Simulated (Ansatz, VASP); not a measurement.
Rh: VASP beside Ansatz

File INCAR:

```
SYSTEM = Rh
ALGO     = Normal         ! electronic algorithm
EDIFF    = 1E-7           ! SCF threshold, eV
ENCUT    = 520            ! plane-wave cutoff, eV
GGA      = PE             ! functional
ISIF     = 2              ! what is computed and relaxed
ISMEAR   = 0              ! smearing method
ISPIN    = 2              ! spin polarisation
LASPH    = .TRUE.         ! aspherical terms in the spheres
LCHARG   = .FALSE.        ! write CHGCAR
LMAXMIX  = 4              ! l up to which the mixer works
LORBIT   = 11             ! projections on sites
LREAL    = .FALSE.        ! projectors in reciprocal space
LWAVE    = .FALSE.        ! write WAVECAR
MAGMOM   = 1              ! initial moments
NBANDS   = 18             ! bands
NELM     = 150            ! most SCF steps
PREC     = Accurate       ! precision mode
SIGMA    = 0.1            ! smearing width, eV
```

File KPOINTS:

```
k-points
0
G
  6 6 6
  0 0 0
```

The input POSCAR:

```
Rh
1.0
    2.6296524362      0.0000000000      0.0000000000
   -1.3148262181      2.2773458129      0.0000000000
    0.0000000000      0.0000000000      2.5674516724
Rh
1
Direct
    0.0000000000      0.0000000000      0.0000000000
```

Input for Ansatz:

```yaml
crystal:
  lattice:
    - [2.6296524362, 0.0, 0.0]
    - [-1.3148262181, 2.2773458129, 0.0]
    - [0.0, 0.0, 2.5674516724]
  atoms:
    - { symbol: Rh, position: [0.0, 0.0, 0.0], spin: 1.0 }
basis:
  ecutwfc: 420
kpoints:
  mp_grid: { grid: [6, 6, 6] }
hamiltonian:
  xc: pbe
scf:
  occupations: { method: gaussian, width: 0.1 }
  lower_state_search: "off"
output:
  forces: true
  stress: true
  eigenvalues: true
  populations: true
magnetization:
  spin_polarized: true
```

Alike in both runs: task single point; functional PBE; k mesh 6 × 6 × 6; occupations gaussian, width 0.1 eV; collinear spin.

```csv
,VASP,Ansatz
version,VASP 6.6.1,Ansatz 0.2.0
potentials or method,"VASP PAW PBE potentials, release 64 (Rh_pv), cutoff 520 eV","scalar-relativistic, plane waves, PAW"
valence electrons in the cell,15,17
```

```csv
,VASP,Ansatz,Ansatz less VASP
gap on the k mesh at the Fermi level (eV),none,none,-
pressure (GPa),1.3,1.3,-0.04
"traceless stress, the component that is largest in VASP (GPa)",1.47,1.69,+0.223
net moment per atom (μB),0.00,0.00,0.000
```

A gap of «none» marks a metal or a gap that the smearing closes. VASP's potentials hold 15 valence electrons a cell and Ansatz's 17, so a difference there can come from the potentials and not from the codes. Ansatz's warnings: seeded moment not kept.

The k mesh is coarse, so the values compare programs but aren't converged.
